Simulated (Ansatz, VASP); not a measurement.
## Two plane-wave programs on AlCu3

```
Al Cu
1.0
     3.63187    0.00000    0.00000
     0.00000    3.63187    0.00000
     0.00000    0.00000    3.63187
Al Cu
1 3
Direct
  0.93805 0.00000 0.00000
  0.50000 0.50000 0.00000
  0.50000 0.00000 0.50000
  0.00000 0.50000 0.50000
```

Alike in both runs: task single point; functional PBEsol; k mesh 14 × 14 × 14; occupations gaussian, width 0.15 eV; no spin polarisation.

```csv
,VASP,Ansatz
version,VASP 6.6.1,Ansatz 0.2.0
potentials or method,"VASP PAW PBE potentials, release 64 (Al, Cu), cutoff 520 eV","scalar-relativistic, plane waves, PAW"
valence electrons in the cell,36,60
```

```csv
,VASP,Ansatz,Ansatz less VASP
gap on the k mesh at the Fermi level (eV),none,none,-
pressure (GPa),2.5,2.0,-0.57
"traceless stress, the component that is largest in VASP (GPa)",-0.26,-0.24,+0.020
rms of the force components (eV/Å),0.594,0.590,-0.0035
```

VASP's potentials were made for PBE, not for PBEsol. Atom by atom the forces differ by 0.004 eV/Å (rms over components). A gap of «none» marks a metal or a gap that the smearing closes. The functional is the same, so the differences come from potentials, cutoffs and numerics. VASP's potentials hold 36 valence electrons a cell and Ansatz's 60, so a difference there can come from the potentials and not from the codes.
